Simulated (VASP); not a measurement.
# C (P6_3/mmc) in VASP: further runs

C is run at these levels: r2SCAN; tasks: single point.

Everything below comes from runs of VASP 6.6.1. Logs are shortened: lines on timing, memory, paths and dates and some standing lists are left out, and cuts for length are marked.

## Step 1: The cell of the first run

Symmetry: P6_3/mmc, No. 194, hexagonal system. Conventional cell: a = 2.552 Å, b = 2.552 Å, c = 4.251 Å, α = 90.00°, β = 90.00°, γ = 120.00°. Within 2.1 Å of C (site symmetry 3m) lie 4 C at 1.57 to 1.59 Å.

## Step 2: Single point, r2SCAN (volume changed by +6%)

Input file POSCAR:

```
C
1.0
    2.5522900981      0.0000000000      0.0000000000
   -1.2761450491      2.2103480628      0.0000000000
    0.0000000000      0.0000000000      4.2506325853
C
4
Direct
    0.3333333333      0.6666666667      0.0002313166
    0.6666666667      0.3333333333      0.5002313166
    0.3333333333      0.6666666667      0.3747686834
    0.6666666667      0.3333333333      0.8747686834
```

Input file INCAR.step1:

```
PREC = Accurate
ENCUT = 520
ISMEAR = 0
SIGMA = 0.01
LREAL = F
LASPH = T
NELM = 80
NBANDS = 16
GGA = PE
ALGO = Normal
EDIFF = 1E-4
LWAVE = T
LCHARG = F
```

Input file INCAR.step2:

```
PREC = Accurate
ENCUT = 520
EDIFF = 1E-6
ISMEAR = 0
SIGMA = 0.01
LREAL = F
LASPH = T
NELM = 80
ALGO = Normal
ISIF = 2
LWAVE = F
LCHARG = F
METAGGA = R2SCAN
LMIXTAU = T
NBANDS = 16
ISTART = 1
```

Input file KPOINTS:

```
Automatic mesh
0
Gamma
  9 9 6
```

Potentials or basis: VASP PAW PBE potentials, release 64 (C).

On the command line:

```console
> cat potpaw_PBE.64/C/POTCAR > POTCAR
> cp INCAR.step1 INCAR
> mpirun -np 1 vasp_std > vasp.out
> cp INCAR.step2 INCAR
> mpirun -np 1 vasp_std > vasp.out
```

OUTCAR:

```text
PREC = Accurate
   ENCUT = 520
   EDIFF = 1E-6
   ISMEAR = 0
   LREAL = F
   LASPH = T
   NELM = 80
   ISIF = 2
   METAGGA = R2SCAN
   ISTART = 1

 ion  position               nearest neighbor table
   1  0.333  0.667  0.000-   4 1.57   4 1.57   4 1.57   3 1.59
   2  0.667  0.333  0.500-   3 1.57   3 1.57   3 1.57   4 1.59
   3  0.333  0.667  0.375-   2 1.57   2 1.57   2 1.57   1 1.59
   4  0.667  0.333  0.875-   1 1.57   1 1.57   1 1.57   2 1.59

  LATTYP: Found a hexagonal cell.
 ALAT       =     2.5522900981
 C/A-ratio  =     1.6654190636

  Lattice vectors:

 A1 = (   2.5522900981,   0.0000000000,   0.0000000000)
 A2 = (  -1.2761450491,   2.2103480628,   0.0000000000)
 A3 = (   0.0000000000,   0.0000000000,   4.2506325853)

Analysis of symmetry for initial positions (statically):
=====================================================================
 Subroutine PRICEL returns:
 Original cell was already a primitive cell.

 Routine SETGRP: Setting up the symmetry group for a
 hexagonal supercell.

 Subroutine GETGRP returns: Found 24 space group operations
 (whereof  6 operations were pure point group operations)
 out of a pool of 24 trial point group operations.

The static configuration has the point symmetry C_3v.
 The point group associated with its full space group is D_6h.

Analysis of symmetry for dynamics (positions and initial velocities):
=====================================================================
 Subroutine PRICEL returns:
 Original cell was already a primitive cell.

 Routine SETGRP: Setting up the symmetry group for a
 hexagonal supercell.

 Subroutine GETGRP returns: Found 24 space group operations
 (whereof  6 operations were pure point group operations)
 out of a pool of 24 trial point group operations.

The dynamic configuration has the point symmetry C_3v.
 The point group associated with its full space group is D_6h.

 Subroutine INISYM returns: Found 24 space group operations
 (whereof  6 operations are pure point group operations),
 and found     1 'primitive' translations

----------------------------------------------------------------------------------------

                                     Primitive cell

  volume of cell :      23.9797

  direct lattice vectors                    reciprocal lattice vectors
     2.552290098  0.000000000  0.000000000     0.391804991  0.226208717  0.000000000
    -1.276145049  2.210348063  0.000000000     0.000000000  0.452417435  0.000000000
     0.000000000  0.000000000  4.250632585     0.000000000  0.000000000  0.235259101

  length of vectors
     2.552290098  2.552290098  4.250632585     0.452417435  0.452417435  0.235259101

  position of ions in fractional coordinates (direct lattice)
     0.333333333  0.666666667  0.000231317
     0.666666667  0.333333333  0.500231317
     0.333333333  0.666666667  0.374768683
     0.666666667  0.333333333  0.874768683

  ion indices of the primitive-cell ions
   primitive index   ion index
                 1           1
                 2           2
                 3           3
                 4           4

----------------------------------------------------------------------------------------

 KPOINTS: Automatic mesh

Automatic generation of k-mesh.
 Grid dimensions read from file:
 generate k-points for:    9    9    6

 Generating k-lattice:

  Cartesian coordinates                     Fractional coordinates (reciprocal lattice)
     0.043533888  0.025134302  0.000000000     0.111111111  0.000000000  0.000000000
     0.000000000  0.050268604  0.000000000     0.000000000  0.111111111  0.000000000
     0.000000000  0.000000000  0.039209850     0.000000000  0.000000000  0.166666667

  Length of vectors
     0.050268604  0.050268604  0.039209850

  Shift w.r.t. Gamma in fractional coordinates (k-lattice)
     0.000000000  0.000000000  0.000000000

 Subroutine IBZKPT returns following result:
 ===========================================

 Found     48 irreducible k-points:

 Following reciprocal coordinates:
            Coordinates               Weight
  0.000000  0.000000  0.000000      1.000000
  0.111111  0.000000  0.000000      6.000000
  0.222222  0.000000  0.000000      6.000000
  0.333333  0.000000  0.000000      6.000000
  0.444444  0.000000  0.000000      6.000000
  0.111111  0.111111  0.000000      6.000000
[... 16 lines left out ...]
  0.333333  0.222222  0.166667     24.000000
  0.333333  0.333333  0.166667      4.000000
 [... further k-points ...]
   k-points           NKPTS =     48   k-points in BZ     NKDIM =     48   number of bands    NBANDS=     16
   number of dos      NEDOS =    301   number of ions     NIONS =      4
   total plane-waves  NPLWV =  12800
   dimension x,y,z NGX =    20 NGY =   20 NGZ =   32
   dimension x,y,z NGXF=    40 NGYF=   40 NGZF=   64
   ions per type =               4
   NGX,Y,Z   is equivalent  to a cutoff of  13.03, 13.03, 12.52 a.u.
   NGXF,Y,Z  is equivalent  to a cutoff of  26.05, 26.05, 25.03 a.u.
 SYSTEM =  unknown system
   PREC   = accura    normal or accurate (medium, high low for compatibility)
   ISTART =      1    job   : 0-new  1-cont  2-samecut
   ICHARG =      0    charge: 1-file 2-atom 10-const
   ISPIN  =      1    spin polarized calculation?
   LNONCOLLINEAR =      F non collinear calculations
   LSORBIT =      F    spin-orbit coupling
   LASPH  =      T    aspherical Exc in radial PAW
   ENCUT  =  520.0 eV  38.22 Ry    6.18 a.u.   4.75  4.75  7.90*2*pi/ulx,y,z
   NELM   =     80;   NELMIN=  2; NELMDL=  0     # of ELM steps
   EDIFF  = 0.1E-05   stopping-criterion for ELM
   LREAL  =      F    real-space projection
   EDIFFG = 0.1E-04   stopping-criterion for IOM
   NSW    =      0    number of steps for IOM
   IBRION =     -1    ionic relax: 0-MD 1-quasi-New 2-CG
   NFREE  =      0    steps in history (QN), initial steepest desc. (CG)
   ISIF   =      2    stress and relaxation
   ISYM   =      2    0-nonsym 1-usesym 2-fastsym
   POTIM  = 0.5000    time-step for ionic-motion
   TEBEG  =    0.0;   TEEND  =   0.0 temperature during run
   PSTRESS=    0.0 pullay stress
   NELECT =      16.0000    total number of electrons
   NUPDOWN=      -1.0000    fix difference up-down
   EMIN   =  10.00;   EMAX   =-10.00  energy-range for DOS
   EFERMI =   0.00;   METHOD = LEGACY
   ISMEAR =     0;   SIGMA  =   0.01  broadening in eV -4-tet -1-fermi 0-gaus
   EFERMI_NEDOS =   21; number of points for ismear=-14 and -15
   IALGO  =     38    algorithm
   IMIX   =      4    mixing-type and parameters
     AMIX     =   0.40;   BMIX     =  1.00
     AMIX_MAG =   1.60;   BMIX_MAG =  1.00
  volume/ion in A,a.u.               =       5.99        40.46
  Fermi-wavevector in a.u.,A,eV,Ry     =   1.430540  2.703329 27.843578  2.046445
  Thomas-Fermi vector in A             =   2.550374
   LORBIT       =      0    0 simple, 1 ext, 2 COOP (PROOUT), +10 PAW based schemes
   METAGGA = R2SCAN    functional components
   LHFCALC =     F    Hartree Fock is set to
   AEXX    =    0.0000 exact exchange contribution
   IVDW    =     0    specifies the selected vdW correction
   LEPSILON=     F    determine dielectric tensor
   LRPA    =     F    only Hartree local field effects (RPA)
 non-spin polarized calculation
 Gauss-broadening in eV      SIGMA  =   0.01
  energy-cutoff  :      520.00
  volume of cell :       23.98
 maximum number of plane-waves:       656
 NGX is ok and might be reduce to    20
   NGX =  9   NGY =  9   NGZ = 15

 number of electron      16.0000001 magnetization

 Free energy of the ion-electron system (eV)
  ---------------------------------------------------
  ext. energy  EPLUGINS =         0.00000000
  ---------------------------------------------------
  free energy    TOTEN  =       -39.11060323 eV

  energy without entropy =      -39.11060323  energy(sigma->0) =      -39.11060323

 E-fermi :   9.3428     XC(G=0): -13.9500

 val. band max:        9.1985349999   @ k =   0.0000   0.0000   0.0000
 cond. band min:      12.9396836482   @ k =   0.3333   0.3333   0.0000
 fundamental gap:      3.7411486483
 Fermi energy:         9.3428325802

 k-point     1 :       0.0000    0.0000    0.0000
  band No.  band energies     occupation
      1     -13.0407      2.00000
      2      -7.6182      2.00000
      3      -4.5147      2.00000
      4       6.1051      2.00000
      5       6.1051      2.00000
      6       8.7438      2.00000
[... 8 lines left out ...]
     15      22.3598      0.00000
     16      27.1544      0.00000

 k-point     2 :       0.1111    0.0000    0.0000
  band No.  band energies     occupation
      1     -12.7322      2.00000
      2      -7.3346      2.00000
      3      -4.2410      2.00000
      4       4.6098      2.00000
      5       5.5134      2.00000
      6       7.9109      2.00000
[... 8 lines left out ...]
     15      22.8613      0.00000
     16      26.7170      0.00000

 k-point     3 :       0.2222    0.0000    0.0000
  band No.  band energies     occupation
      1     -11.8145      2.00000
      2      -6.4891      2.00000
      3      -3.4807      2.00000
      4       1.5779      2.00000
      5       4.3543      2.00000
      6       5.2159      2.00000
[... 8 lines left out ...]
     15      24.2599      0.00000
     16      24.2719      0.00000

 k-point     4 :       0.3333    0.0000    0.0000
  band No.  band energies     occupation
      1     -10.3225      2.00000
      2      -5.1084      2.00000
      3      -2.9776      2.00000
      4      -0.9471      2.00000
      5       2.2668      2.00000
      6       3.3506      2.00000
[... 8 lines left out ...]
     15      24.3023      0.00000
     16      25.9137      0.00000
[... 324 lines left out ...]
 k-point    22 :       0.2222    0.2222    0.1667
  band No.  band energies     occupation
      1      -9.2674      2.00000
      2      -5.2700      2.00000
      3      -2.4917      2.00000
      4       0.4955      2.00000
      5       0.6492      2.00000
      6       1.4189      2.00000
[... 8 lines left out ...]
     15      23.0552      0.00000
     16      25.7036      0.00000

 k-point    23 :       0.3333    0.2222    0.1667
  band No.  band energies     occupation
      1      -7.4247      2.00000
      2      -4.7225      2.00000
      3      -3.2469      2.00000
      4      -0.7595      2.00000
      5      -0.3775      2.00000
      6       1.6875      2.00000
[... 8 lines left out ...]
     15      24.5592      0.00000
     16      25.8301      0.00000

 k-point    24 :       0.3333    0.3333    0.1667
  band No.  band energies     occupation
      1      -5.7895      2.00000
      2      -5.7895      2.00000
      3      -1.7560      2.00000
      4      -1.7560      2.00000
      5      -1.5867      2.00000
      6       1.8048      2.00000
[... 8 lines left out ...]
     15      24.6875      0.00000
     16      24.6875      0.00000

 [... further k-points ...]

------------------------ aborting loop because EDIFF is reached ----------------------------------------

  FORCE on cell =-STRESS in cart. coord.  units (eV):
  Direction    XX          YY          ZZ          XY          YZ          ZX
  --------------------------------------------------------------------------------------
  -------------------------------------------------------------------------------------
  Total       -3.3799063     -3.3799063     -3.4384336      0.0000000      0.0000000     -0.0000000
  in kB     -225.8244550   -225.8244550   -229.7348867      0.0000000      0.0000000     -0.0000000
  external PRESSURE =    -227.1279322 kB  Pullay stress =       0.0000000 kB

 VOLUME and BASIS-vectors are now :
 -----------------------------------------------------------------------------
  energy-cutoff  :      520.00
  volume of cell :       23.98
      direct lattice vectors                 reciprocal lattice vectors
     2.552290098  0.000000000  0.000000000     0.391804991  0.226208717  0.000000000
    -1.276145049  2.210348063  0.000000000     0.000000000  0.452417435  0.000000000
     0.000000000  0.000000000  4.250632585     0.000000000  0.000000000  0.235259101

 POSITION                                       TOTAL-FORCE (eV/Angst)
 -----------------------------------------------------------------------------------
     -0.00000      1.47357      0.00098         0.000000     -0.000000     -0.059173
      1.27615      0.73678      2.12630        -0.000000      0.000000     -0.059173
     -0.00000      1.47357      1.59300         0.000000     -0.000000      0.059173
      1.27615      0.73678      3.71832        -0.000000      0.000000      0.059173
 -----------------------------------------------------------------------------------
    total drift:                               -0.000000      0.000000      0.000000

  FREE ENERGIE OF THE ION-ELECTRON SYSTEM (eV)
  ---------------------------------------------------
  free  energy   TOTEN  =       -39.1106032300 eV

  energy  without entropy=      -39.1106032300  energy(sigma->0) =      -39.11060323
```

Run time: 40 s. Hardware: 1 thread of AMD EPYC 9R14 (Zen 4), shared host; peak memory 0.11 GiB.

Results:

```
Free energy            : -39.1106 eV
Pressure               : -22.7 GPa
Largest force          : 0.059 eV/Å
Band gap on the k mesh : 3.74 eV, indirect (least direct gap 5.10 eV)
```

Forces on the atoms (eV/Å):
```
C    0.000  0.000 -0.059
C    0.000  0.000 -0.059
C    0.000  0.000  0.059
C    0.000  0.000  0.059
```

Stress tensor (GPa, compression positive):
```
-22.58   0.00   0.00
  0.00 -22.58   0.00
  0.00   0.00 -22.97
```

Caveat: the cell differs from its parent crystal (volume changed by +6%); the PAW data sets were made with another functional, which shifts forces and pressure a little.

## Step 3: Single point, r2SCAN

This run uses another cell than the first one, of 5.66 Å³/atom, 0.943 times its volume.

Input file POSCAR:

```
C
1.0
    2.5031953718      0.0000000000      0.0000000000
   -1.2515976859      2.1678307826      0.0000000000
    0.0000000000      0.0000000000      4.1688692921
C
4
Direct
    0.3333333333      0.6666666667      0.0002313166
    0.6666666667      0.3333333333      0.5002313166
    0.3333333333      0.6666666667      0.3747686834
    0.6666666667      0.3333333333      0.8747686834
```

Input file INCAR.step1:

```
ALGO = Normal ; EDIFF = 1E-4
ENCUT = 520 ; GGA = PE
ISMEAR = 0 ; LASPH = T
LCHARG = F ; LREAL = F
LWAVE = T ; NBANDS = 16
NELM = 100 ; PREC = Accurate
SIGMA = 0.01
```

Input file INCAR.step2:

```
ALGO = Normal ; EDIFF = 1E-6
ENCUT = 520 ; ISIF = 2
ISMEAR = 0 ; ISTART = 1
LASPH = T ; LCHARG = T
LELF = T ; LMIXTAU = T
LREAL = F ; LVHAR = T
LWAVE = F ; METAGGA = R2SCAN
NBANDS = 16 ; NELM = 100
PREC = Accurate ; SIGMA = 0.01
```

Input file KPOINTS:

```
k-points
0
Gamma
  12 12 6
```

Potentials or basis: VASP PAW PBE potentials, release 64 (C).

On the command line:

```console
> cat potpaw_PBE.64/C/POTCAR > POTCAR
> cp INCAR.step1 INCAR
> mpirun -np 1 vasp_std > vasp.out
> cp INCAR.step2 INCAR
> mpirun -np 1 vasp_std > vasp.out
```

OUTCAR:

```text
EDIFF = 1E-6
   ENCUT = 520
   ISIF = 2
   ISMEAR = 0
   ISTART = 1
   LASPH = T
   LREAL = F
   METAGGA = R2SCAN
   NELM = 100
   PREC = Accurate

 ion  position               nearest neighbor table
   1  0.333  0.667  0.000-   4 1.54   4 1.54   4 1.54   3 1.56
   2  0.667  0.333  0.500-   3 1.54   3 1.54   3 1.54   4 1.56
   3  0.333  0.667  0.375-   2 1.54   2 1.54   2 1.54   1 1.56
   4  0.667  0.333  0.875-   1 1.54   1 1.54   1 1.54   2 1.56

[... 657 lines left out ...]

  FORCE on cell =-STRESS in cart. coord.  units (eV):
  Direction    XX          YY          ZZ          XY          YZ          ZX
  --------------------------------------------------------------------------------------
  -------------------------------------------------------------------------------------
  Total        0.1466201      0.1466201      0.1353237      0.0000000     -0.0000000      0.0000000
  in kB       10.3840251     10.3840251      9.5839836      0.0000000     -0.0000000      0.0000000
  external PRESSURE =      10.1173446 kB  Pullay stress =       0.0000000 kB

 VOLUME and BASIS-vectors are now :
 -----------------------------------------------------------------------------
  energy-cutoff  :      520.00
  volume of cell :       22.62
      direct lattice vectors                 reciprocal lattice vectors
     2.503195372  0.000000000  0.000000000     0.399489393  0.230645309  0.000000000
    -1.251597686  2.167830783  0.000000000     0.000000000  0.461290617  0.000000000
     0.000000000  0.000000000  4.168869292     0.000000000  0.000000000  0.239873196

 POSITION                                       TOTAL-FORCE (eV/Angst)
 -----------------------------------------------------------------------------------
     -0.00000      1.44522      0.00096         0.000000      0.000000      0.009716
      1.25160      0.72261      2.08540        -0.000000      0.000000      0.009716
     -0.00000      1.44522      1.56236         0.000000     -0.000000     -0.009716
      1.25160      0.72261      3.64680        -0.000000      0.000000     -0.009716
 -----------------------------------------------------------------------------------
    total drift:                               -0.000000      0.000000      0.000000

  FREE ENERGIE OF THE ION-ELECTRON SYSTEM (eV)
  ---------------------------------------------------
  free  energy   TOTEN  =       -39.2046779994 eV

  energy  without entropy=      -39.2046779994  energy(sigma->0) =      -39.20467800
```

OSZICAR.step1:

```text
N       E                     dE             d eps       ncg     rms          rms(c)
DAV:   1     0.207467195492E+02    0.20747E+02   -0.83010E+03  2432   0.972E+02
DAV:   2    -0.357467228096E+02   -0.56493E+02   -0.51977E+02  3480   0.186E+02
DAV:   3    -0.375633174721E+02   -0.18166E+01   -0.18103E+01  3024   0.282E+01
DAV:   4    -0.375703108491E+02   -0.69934E-02   -0.69924E-02  3024   0.216E+00
DAV:   5    -0.375703449958E+02   -0.34147E-04   -0.34146E-04  2992   0.135E-01    0.788E+00
DAV:   6    -0.365959528491E+02    0.97439E+00   -0.59573E-01  2776   0.488E+00    0.471E+00
DAV:   7    -0.362662758727E+02    0.32968E+00   -0.68940E-01  3096   0.544E+00    0.105E+00
DAV:   8    -0.362690173966E+02   -0.27415E-02   -0.13840E-02  2704   0.776E-01    0.609E-02
DAV:   9    -0.362691097642E+02   -0.92368E-04   -0.16745E-04  3016   0.985E-02
   1 F= -.36269110E+02 E0= -.36269110E+02  d E =-.688725E-15
```

Run time: 64 s. Hardware: 1 thread of AMD EPYC 9R14 (Zen 4), shared host; peak memory 0.11 GiB.

Results:

- Free energy: -39.2047 eV
- Pressure: 1.0 GPa
- Largest force: 0.010 eV/Å
- Band gap on the k mesh: 3.56 eV, indirect (least direct gap 5.19 eV)

Forces in eV/Å, atoms in the order of the input:
```
C    0.000  0.000  0.010
C    0.000  0.000  0.010
C    0.000  0.000 -0.010
C    0.000  0.000 -0.010
```

Caveat: the PAW data sets were made with another functional, which shifts forces and pressure a little.
